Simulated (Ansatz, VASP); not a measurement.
## GaN: VASP beside Ansatz

```
Ga N
1.0
     0.00000    2.13524    2.13524
     2.13524    0.00000    2.13524
     2.13524    2.13524    0.00000
Ga N
1 1
Direct
  0.00000 0.00000 0.00000
  0.50000 0.50000 0.50000
```

Alike in both runs: task single point; functional LDA; k mesh 8 × 8 × 8; occupations fermi-dirac, width 0.05 eV; no spin polarisation.

|  | VASP | Ansatz |
| --- | --- | --- |
| version | VASP 6.6.1 | Ansatz 0.2.0 |
| potentials or method | VASP PAW LDA potentials, release 64 (Ga_d, N), cutoff 600 eV | plane waves, PAW |
| valence electrons in the cell | 18 | 18 |

Ansatz gave:

| Quantity | Value |
| --- | --- |
| pressure (GPa) | -13.6 |

Which values does VASP return?

Pressure (GPa): -12.5.

LDA's correlation is that of Perdew and Zunger in VASP and of Perdew and Wang (1992) in Ansatz.
